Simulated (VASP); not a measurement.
Input of a VASP 6.6.1 run:

File INCAR:

```
ALGO = Normal
EDIFF = 1E-6
ENCUT = 520
GGA = PE
ISIF = 2
ISMEAR = 0
ISPIN = 2
IVDW = 12
LASPH = True
LCHARG = False
LORBIT = 11
LREAL = Auto
LWAVE = False
MAGMOM = 0 0 0 0 0 0 0 0 0 0 0.11 0 0.11 0 0.11 0.11 0.39
NBANDS = 50
NELM = 150
PREC = Accurate
SIGMA = 0.05
```

KPOINTS

```
k-points
0
Gamma
  3 3 3
```

The input POSCAR:

```
Mg8HO8
1.0
    0.0000000000      4.2703000000      4.2703000000
    4.2703000000      0.0000000000      4.2703000000
    4.2703000000      4.2703000000      0.0000000000
Mg O H
8 8 1
Direct
    0.0050784488     -0.0015604290     -0.0021613236
   -0.0004240920      0.0011720488      0.4992379926
   -0.0004350982      0.4998056343      0.0006271222
   -0.0004202281      0.4998207386      0.4992418565
    0.4981668735     -0.0015839637     -0.0021846240
    0.4982118352     -0.0015387678      0.5046622017
    0.4981769431      0.5053677728     -0.0021745545
    0.5009450156      0.4998123083      0.4992334262
    0.2327629206      0.2558690256      0.2553084092
    0.2503025549      0.2489939817      0.7499655762
    0.2503043112      0.7505441070      0.2484117041
    0.2503012669      0.7505408285      0.7499645224
    0.7556197457      0.2558529846      0.2552921340
    0.7556501885      0.2558834274      0.7323925720
    0.7556266539      0.7330235581      0.2552992764
    0.7487507903      0.7505434044      0.7499666300
    0.6248879470      1.1252181346      0.1244092921
```

Potentials or basis: VASP PAW PBE potentials, release 64 (Mg, O, H).

Command:

```sh
$ cat potpaw_PBE.64/Mg/POTCAR potpaw_PBE.64/O/POTCAR potpaw_PBE.64/H/POTCAR > POTCAR
$ mpirun -np 1 vasp_std > vasp.out
```

Question: Estimate the dispersion energy per atom.

Answer: -0.274 eV.

Question: Estimate the site moments.

Answer: Mg +0.00; O +0.10, -0.00 (each value once); H +0.26 μB.

Question: Estimate the pressure.

Answer: -1.7 GPa.

Question: What does it give for the largest force?

Answer: 0.036 eV/Å.

Forces in eV/Å, atoms in the order of the input:
```
Mg   0.020 -0.020 -0.020
Mg   0.006 -0.007  0.006
Mg   0.006  0.006 -0.006
Mg  -0.007 -0.007 -0.007
Mg   0.020  0.021  0.021
Mg  -0.019 -0.019  0.019
Mg  -0.020  0.020 -0.020
Mg  -0.005  0.006  0.005
O    0.000  0.001  0.000
O    0.019 -0.020  0.019
O    0.020  0.020 -0.020
O   -0.019 -0.020 -0.018
O   -0.001 -0.001 -0.001
O   -0.001  0.000  0.001
O    0.000  0.000  0.001
O   -0.020  0.019  0.020
H    0.001  0.001  0.000
```

Caveat: the k points lie up to 0.42 Å⁻¹ apart.
